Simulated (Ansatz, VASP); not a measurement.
One calculation of PbS, two programs

```
CELL_PARAMETERS angstrom
2.10732 -6.07014 0.00000
2.10732 6.07014 0.00000
0.00000 0.00000 4.33563
ATOMIC_POSITIONS crystal
Pb 0.13056 0.86944 0.25000
Pb 0.86944 0.13056 0.75000
S 0.35480 0.64520 0.25000
S 0.64520 0.35480 0.75000
```

Change from the starting cell: volume scaled by 1.04.

Alike in both runs: task single point; functional PBEsol; k mesh 7 × 7 × 6; occupations fermi-dirac, width 0.05 eV; no spin polarisation.

|  | VASP | Ansatz |
| --- | --- | --- |
| version | VASP 6.6.1 | Ansatz 0.2.0 |
| potentials or method | VASP PAW PBE potentials, release 64 (Pb_d, S), cutoff 520 eV | all-electron LAPW, scalar-relativistic |

Ansatz gave:

* gap on the k mesh at the Fermi level (eV): 1.24
* least direct gap on the mesh (eV): 1.33
* pressure (GPa): -3.6
* traceless stress, the component that is largest in VASP (GPa): 0.40
* rms of the force components (eV/Å): 0.118

Question: Estimate VASP's values.

Answer: gap on the k mesh at the Fermi level (eV): 1.24; least direct gap on the mesh (eV): 1.33; pressure (GPa): -3.7; traceless stress, the component that is largest in VASP (GPa): 0.39; rms of the force components (eV/Å): 0.118.

VASP's potentials were made for PBE, not for PBEsol. Atom by atom the forces differ by 0.001 eV/Å (rms over components). Ansatz ran all-electron here, and VASP with PAW potentials.

Spin-orbit coupling is off throughout.
